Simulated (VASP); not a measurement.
Here is a VASP 6.6.1 calculation.

INCAR

```
PREC     = Accurate       # precision mode
ENCUT    = 520            # plane-wave cutoff, eV
EDIFF    = 1E-6           # SCF threshold, eV
ISMEAR   = -1             # smearing method
SIGMA    = 0.02           # smearing width, eV
LREAL    = False          # projectors in reciprocal space
LASPH    = True           # aspherical terms in the spheres
NELM     = 100            # most SCF steps
ALGO     = Normal         # electronic algorithm
ISIF     = 2              # what is computed and relaxed
LWAVE    = False          # write WAVECAR
LCHARG   = False          # write CHGCAR
GGA      = PE             # functional
NBANDS   = 16             # bands
```

Contents of KPOINTS:

```
Automatic mesh
0
Gamma
  6 6 6
```

POSCAR

```
Mg3SiO
1.0
    4.1344748191      0.0000000000      0.0000000000
    0.0000000000      4.1344748191      0.0000000000
    0.0000000000      0.0000000000      4.1344748191
Si O Mg
1 1 3
Direct
    0.0000000000      0.0000000000      0.0000000000
    0.5000000000      0.5000000000      0.5000000000
    0.5000000000      0.5000000000      0.0000000000
    0.5000000000      0.0000000000      0.5000000000
    0.0000000000      0.5000000000      0.5000000000
```

Potentials or basis: VASP PAW PBE potentials, release 64 (Si, O, Mg).

The run is started by

```sh
$ cat potpaw_PBE.64/Si/POTCAR potpaw_PBE.64/O/POTCAR potpaw_PBE.64/Mg/POTCAR > POTCAR
$ mpirun -np 1 vasp_std > vasp.out
```

Q: Estimate the pressure.

A: 5.4 GPa.

Q: Estimate the band gap on the k mesh.

A: 0.24 eV (least direct gap 0.53 eV).

Caveat: the cell stands under pressure. A k mesh can miss the band edges.
